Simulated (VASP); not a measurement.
# Pt in VASP: settings compared

The runs below take Pt through single point, with PBE, LDA, PBEsol.

Everything below comes from runs of VASP 6.6.1. Logs are shortened: lines on timing, memory, paths and dates and some standing lists are left out, and cuts for length are marked.

## Step 1: The cell of the first run

The typed cell holds 1 atom: a = 2.716 Å, b = 2.768 Å, c = 2.698 Å, α = 110.68°, β = 107.29°, γ = 108.83°.

## Step 2: Single point, PBE (the cell strained at random)

INCAR

```
SYSTEM = Pt
ALGO = Fast
EDIFF = 1E-6
ENCUT = 520
GGA = PE
ISIF = 2
ISMEAR = -1
LASPH = .TRUE.
LCHARG = .FALSE.
LREAL = .FALSE.
LWAVE = .FALSE.
NBANDS = 11
NELM = 100
PREC = Accurate
SIGMA = 0.05
```

KPOINTS

```
k-points
0
G
  12 12 12
  0 0 0
```

POSCAR

```
Pt
1.0
   -1.5179230000      1.6125670000      1.5726580000
    1.5843750000     -1.5912150000      1.6177570000
    1.5235780000      1.5968700000     -1.5513060000
Pt
1
Direct
   -0.0123120000     -0.0088610000     -0.0124860000
```

Potentials or basis: VASP PAW PBE potentials, release 64 (Pt).

Run with:

```
cat potpaw_PBE.64/Pt/POTCAR > POTCAR
mpirun -np 1 vasp_std > vasp.out
```

OUTCAR:

```text
SYSTEM = Pt
   EDIFF = 1E-6
   ENCUT = 520
   GGA = PE
   ISIF = 2
   ISMEAR = -1
   LASPH = .TRUE.
   LREAL = .FALSE.
   NELM = 100
   PREC = Accurate

 ion  position               nearest neighbor table
   1  0.988  0.991  0.988-

  LATTYP: Found a triclinic cell.
 ALAT       =     7.8225297115
 B/A-ratio  =     0.3537925244
 C/A-ratio  =     0.5722577407
 COS(alpha) =     0.0032880913
 COS(beta)  =     0.2975531078
 COS(gamma) =     0.9414684175

  Lattice vectors:

 A1 = (   3.1630950000,  -6.3918670000,   3.2141620000)
 A2 = (   1.5843750000,  -1.5912150000,   1.6177570000)
 A3 = (  -3.1136080000,  -3.2150920000,  -0.0878030000)

Analysis of symmetry for initial positions (statically):
=====================================================================
 Subroutine PRICEL returns:
 Original cell was already a primitive cell.

 Routine SETGRP: Setting up the symmetry group for a
 triclinic supercell.

 Subroutine GETGRP returns: Found  2 space group operations
 (whereof  1 operations were pure point group operations)
 out of a pool of  2 trial point group operations.

The static configuration has the point symmetry C_1 .
 The point group associated with its full space group is S_2 .

Analysis of symmetry for dynamics (positions and initial velocities):
=====================================================================
 Subroutine PRICEL returns:
 Original cell was already a primitive cell.

 Routine SETGRP: Setting up the symmetry group for a
 triclinic supercell.

 Subroutine GETGRP returns: Found  2 space group operations
 (whereof  1 operations were pure point group operations)
 out of a pool of  2 trial point group operations.

The dynamic configuration has the point symmetry C_1 .
 The point group associated with its full space group is S_2 .

 Subroutine INISYM returns: Found  2 space group operations
 (whereof  1 operations are pure point group operations),
 and found     1 'primitive' translations

----------------------------------------------------------------------------------------

                                     Primitive cell

  volume of cell :      15.9040

  direct lattice vectors                    reciprocal lattice vectors
    -1.517923000  1.612567000  1.572658000    -0.007223730  0.309521365  0.311517822
     1.584375000 -1.591215000  1.617757000     0.315198289 -0.002597086  0.306891077
     1.523578000  1.596870000 -1.551306000     0.321376815  0.311073248 -0.008775714

  length of vectors
     2.716195087  2.767552534  2.697746101     0.439202699  0.439930494  0.447355157

  position of ions in fractional coordinates (direct lattice)
     0.987688000  0.991139000  0.987514000

  ion indices of the primitive-cell ions
   primitive index   ion index
                 1           1

----------------------------------------------------------------------------------------

 KPOINTS: k-points

Automatic generation of k-mesh.
 Grid dimensions read from file:
 generate k-points for:   12   12   12

 Generating k-lattice:

  Cartesian coordinates                     Fractional coordinates (reciprocal lattice)
    -0.000601978  0.025793447  0.025959818     0.083333333 -0.000000000  0.000000000
     0.026266524 -0.000216424  0.025574256     0.000000000  0.083333333 -0.000000000
     0.026781401  0.025922771 -0.000731309     0.000000000 -0.000000000  0.083333333

  Length of vectors
     0.036600225  0.036660874  0.037279596

  Shift w.r.t. Gamma in fractional coordinates (k-lattice)
     0.000000000  0.000000000  0.000000000

 Subroutine IBZKPT returns following result:
 ===========================================

 Found    868 irreducible k-points:

 Following reciprocal coordinates:
            Coordinates               Weight
  0.000000  0.000000  0.000000      1.000000
  0.083333 -0.000000  0.000000      2.000000
  0.166667  0.000000  0.000000      2.000000
  0.250000 -0.000000  0.000000      2.000000
  0.333333  0.000000 -0.000000      2.000000
  0.416667  0.000000 -0.000000      2.000000
[... 16 lines left out ...]
  0.250000  0.166667  0.000000      2.000000
  0.333333  0.166667 -0.000000      2.000000
 [... further k-points ...]
   k-points           NKPTS =    868   k-points in BZ     NKDIM =    868   number of bands    NBANDS=     11
   number of dos      NEDOS =    301   number of ions     NIONS =      1
   total plane-waves  NPLWV =   9600
   dimension x,y,z NGX =    20 NGY =   24 NGZ =   20
   dimension x,y,z NGXF=    40 NGYF=   48 NGZF=   40
   ions per type =               1
   NGX,Y,Z   is equivalent  to a cutoff of  12.24, 14.42, 12.32 a.u.
   NGXF,Y,Z  is equivalent  to a cutoff of  24.48, 28.83, 24.65 a.u.
 SYSTEM =  Pt
   PREC   = accura    normal or accurate (medium, high low for compatibility)
   ISTART =      0    job   : 0-new  1-cont  2-samecut
   ICHARG =      2    charge: 1-file 2-atom 10-const
   ISPIN  =      1    spin polarized calculation?
   LNONCOLLINEAR =      F non collinear calculations
   LSORBIT =      F    spin-orbit coupling
   LASPH  =      T    aspherical Exc in radial PAW
   ENCUT  =  520.0 eV  38.22 Ry    6.18 a.u.   5.05  5.15  5.02*2*pi/ulx,y,z
   NELM   =    100;   NELMIN=  2; NELMDL= -5     # of ELM steps
   EDIFF  = 0.1E-05   stopping-criterion for ELM
   LREAL  =      F    real-space projection
   EDIFFG = 0.1E-04   stopping-criterion for IOM
   NSW    =      0    number of steps for IOM
   IBRION =     -1    ionic relax: 0-MD 1-quasi-New 2-CG
   NFREE  =      0    steps in history (QN), initial steepest desc. (CG)
   ISIF   =      2    stress and relaxation
   ISYM   =      2    0-nonsym 1-usesym 2-fastsym
   POTIM  = 0.5000    time-step for ionic-motion
   TEBEG  =    0.0;   TEEND  =   0.0 temperature during run
   PSTRESS=    0.0 pullay stress
   NELECT =      10.0000    total number of electrons
   NUPDOWN=      -1.0000    fix difference up-down
   EMIN   =  10.00;   EMAX   =-10.00  energy-range for DOS
   EFERMI =   0.00;   METHOD = LEGACY
   ISMEAR =    -1;   SIGMA  =   0.05  broadening in eV -4-tet -1-fermi 0-gaus
   EFERMI_NEDOS =   21; number of points for ismear=-14 and -15
   IALGO  =     68    algorithm
   IMIX   =      4    mixing-type and parameters
     AMIX     =   0.40;   BMIX     =  1.00
     AMIX_MAG =   1.60;   BMIX_MAG =  1.00
  volume/ion in A,a.u.               =      15.90       107.33
  Fermi-wavevector in a.u.,A,eV,Ry     =   1.402510  2.650360 26.763130  1.967035
  Thomas-Fermi vector in A             =   2.525265
   LORBIT       =      0    0 simple, 1 ext, 2 COOP (PROOUT), +10 PAW based schemes
   GGA     = PE    functional components
   LHFCALC =     F    Hartree Fock is set to
   AEXX    =    0.0000 exact exchange contribution
   IVDW    =     0    specifies the selected vdW correction
   LEPSILON=     F    determine dielectric tensor
   LRPA    =     F    only Hartree local field effects (RPA)
 non-spin polarized calculation
 RMM-DIIS sequential band-by-band and
  energy-cutoff  :      520.00
  volume of cell :       15.90
 maximum number of plane-waves:       440
   NGX = 11   NGY = 11   NGZ =  9

 number of electron      10.0000000 magnetization

 Free energy of the ion-electron system (eV)
  ---------------------------------------------------
  ext. energy  EPLUGINS =         0.00000000
  ---------------------------------------------------
  free energy    TOTEN  =        -6.00732310 eV

  energy without entropy =       -6.00037613  energy(sigma->0) =       -6.00384962

 E-fermi :  10.0357     XC(G=0): -13.1631

 val. band max:       10.0297424224   @ k =   0.4167  -0.3333   0.4167
 cond. band min:      10.0363930214   @ k =  -0.0833   0.2500   0.1667
 fundamental gap:      0.0066505990
 Fermi energy:        10.0357145199

 k-point     1 :       0.0000    0.0000    0.0000
  band No.  band energies     occupation
      1       0.6545      2.00000
      2       6.2674      2.00000
      3       6.6848      2.00000
      4       6.9452      2.00000
      5       8.9450      2.00000
      6       9.2778      2.00000
      7      26.7992      0.00000
      8      26.9983      0.00000
      9      27.7593      0.00000
     10      36.7239      0.00000
     11      36.9778      0.00000

 k-point     2 :       0.0833   -0.0000    0.0000
  band No.  band energies     occupation
      1       0.9233      2.00000
      2       6.2784      2.00000
      3       6.6393      2.00000
      4       7.0995      2.00000
      5       8.8281      2.00000
      6       9.2709      2.00000
      7      26.9911      0.00000
      8      27.1217      0.00000
      9      28.0892      0.00000
     10      34.2585      0.00000
     11      34.3553      0.00000

 k-point     3 :       0.1667    0.0000    0.0000
  band No.  band energies     occupation
      1       1.6728      2.00000
      2       6.1980      2.00000
      3       6.5182      2.00000
      4       7.6595      2.00000
      5       8.6205      2.00000
      6       9.2652      2.00000
      7      26.5083      0.00000
      8      27.0783      0.00000
      9      29.0909      0.00000
     10      32.3989      0.00000
     11      32.7526      0.00000

 k-point     4 :       0.2500   -0.0000    0.0000
  band No.  band energies     occupation
      1       2.6641      2.00000
      2       5.9421      2.00000
      3       6.5892      2.00000
      4       8.5543      2.00000
      5       8.5812      2.00000
      6       9.2842      2.00000
      7      23.9302      0.00000
      8      26.1531      0.00000
      9      30.7074      0.00000
     10      31.8774      0.00000
     11      33.0455      0.00000
[... 239 lines left out ...]
 k-point    22 :       0.1667    0.1667   -0.0000
  band No.  band energies     occupation
      1       3.2593      2.00000
      2       5.8581      2.00000
      3       6.0588      2.00000
      4       8.6258      2.00000
      5       9.3625      2.00000
      6       9.5389      1.99990
      7      23.4758      0.00000
      8      25.1332      0.00000
      9      28.4983      0.00000
     10      29.9682      0.00000
     11      34.4202      0.00000

 k-point    23 :       0.2500    0.1667    0.0000
  band No.  band energies     occupation
      1       3.9807      2.00000
      2       5.7506      2.00000
      3       6.3593      2.00000
      4       8.6763      2.00000
      5       9.4964      1.99996
      6      10.8099      0.00000
      7      20.4497      0.00000
      8      23.7509      0.00000
      9      27.3064      0.00000
     10      31.1830      0.00000
     11      35.2676      0.00000

 k-point    24 :       0.3333    0.1667   -0.0000
  band No.  band energies     occupation
      1       4.1590      2.00000
      2       5.5576      2.00000
      3       7.2685      2.00000
      4       8.8156      2.00000
      5       9.6263      1.99944
      6      12.3186      0.00000
      7      17.5646      0.00000
      8      22.6519      0.00000
      9      26.4394      0.00000
     10      32.5004      0.00000
     11      34.6098      0.00000

 [... further k-points ...]
[... 5 lines left out ...]
  --------------------------------------------------------------------------------------
  -------------------------------------------------------------------------------------
  Total       -0.2783748     -0.0100857     -0.0940118     -0.0152266     -0.2004786     -0.5869081
  in kB      -28.0436148     -1.0160428     -9.4707988     -1.5339326    -20.1963081    -59.1254106
  external PRESSURE =     -12.8434855 kB  Pullay stress =       0.0000000 kB

 VOLUME and BASIS-vectors are now :
 -----------------------------------------------------------------------------
  energy-cutoff  :      520.00
  volume of cell :       15.90
      direct lattice vectors                 reciprocal lattice vectors
    -1.517923000  1.612567000  1.572658000    -0.007223730  0.309521365  0.311517822
     1.584375000 -1.591215000  1.617757000     0.315198289 -0.002597086  0.306891077
     1.523578000  1.596870000 -1.551306000     0.321376815  0.311073248 -0.008775714

 POSITION                                       TOTAL-FORCE (eV/Angst)
 -----------------------------------------------------------------------------------
      1.57566      1.59253      1.62478         0.000000      0.000000     -0.000000
 -----------------------------------------------------------------------------------
    total drift:                                0.000001     -0.000001      0.000001

  FREE ENERGIE OF THE ION-ELECTRON SYSTEM (eV)
  ---------------------------------------------------
  free  energy   TOTEN  =        -6.0073231042 eV

  energy  without entropy=       -6.0003761316  energy(sigma->0) =       -6.00384962
```

Run time: 4.5 min. Hardware: 1 thread of AMD EPYC 7R13, shared host; peak memory 0.23 GiB.

What came out:

```yaml
Free_energy: -6.0073 eV
Pressure: -1.3 GPa
Band_gap_on_the_k_mesh: zero (band 5 reaches 11.29 eV, above the bottom of band 6 at 8.96 eV)
```

Stress tensor (GPa, compression positive):
```
-2.80 -0.15 -5.91
-0.15 -0.10 -2.02
-5.91 -2.02 -0.95
```

Levels at points of the mesh, in eV from the Fermi level:
```csv
k point,band 1,band 2,band 3,band 4,band 5,band 6,band 7,band 8,band 9,band 10
"(0.00, 0.00, 0.00)",-9.38,-3.77,-3.35,-3.09,-1.09,-0.76,16.76,16.96,17.72,26.69
"(0.50, 0.00, 0.00)",-6.50,-4.68,-1.28,-0.65,0.13,0.97,5.98,13.55,16.51,23.77
"(0.00, 0.50, 0.00)",-6.52,-5.05,-0.85,-0.35,0.13,0.93,5.89,13.45,15.86,24.41
"(0.50, 0.50, 0.00)",-6.44,-4.87,-1.10,-0.54,0.41,1.09,6.40,13.04,15.86,24.09
"(0.00, 0.00, 0.50)",-6.45,-4.87,-1.09,-0.53,0.37,1.04,6.35,13.22,15.78,24.21
"(0.50, 0.00, 0.50)",-6.38,-4.79,-1.17,-0.71,0.73,1.28,6.93,12.89,15.27,23.59
"(0.00, 0.50, 0.50)",-6.45,-4.59,-1.36,-0.78,0.31,1.08,6.30,13.37,16.35,23.31
"(0.50, 0.50, 0.50)",-5.98,-5.95,0.27,0.54,0.87,7.33,7.52,8.31,12.74,18.64
```

Caveat: the cell differs from its parent crystal (the cell strained at random); spin-orbit coupling is left out, which moves the levels of the heavy elements.

(Continued in part 2 of 3.)
